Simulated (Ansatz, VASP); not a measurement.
Na2S in VASP and in Ansatz

```
Na S
1.0
     0.00000    3.26300    3.26300
     3.26300    0.00000    3.26300
     3.26300    3.26300    0.00000
Na S
2 1
Direct
  0.25000 0.25000 0.25000
  0.75000 0.75000 0.75000
  0.00000 0.00000 0.00000
```

Alike in both runs: task single point; functional BLYP; k mesh 6 × 6 × 6; occupations gaussian, width 0.05 eV; no spin polarisation.

```csv
,VASP,Ansatz
version,VASP 6.6.1,Ansatz 0.2.0
potentials or method,"VASP PAW PBE potentials, release 64 (Na_pv, S), cutoff 500 eV","scalar-relativistic, plane waves, PAW"
valence electrons in the cell,20,24
```

```tsv
	VASP	Ansatz	Ansatz less VASP
gap on the k mesh at the Fermi level (eV)	2.61	2.61	-0.008
least direct gap on the mesh (eV)	2.61	2.61	-0.008
pressure (GPa)	1.3	1.3	+0.04
```

VASP's potentials were made for PBE, not for BLYP. The functional is the same, so the differences come from potentials, cutoffs and numerics. VASP's potentials hold 20 valence electrons a cell and Ansatz's 24, so a difference there can come from the potentials and not from the codes.
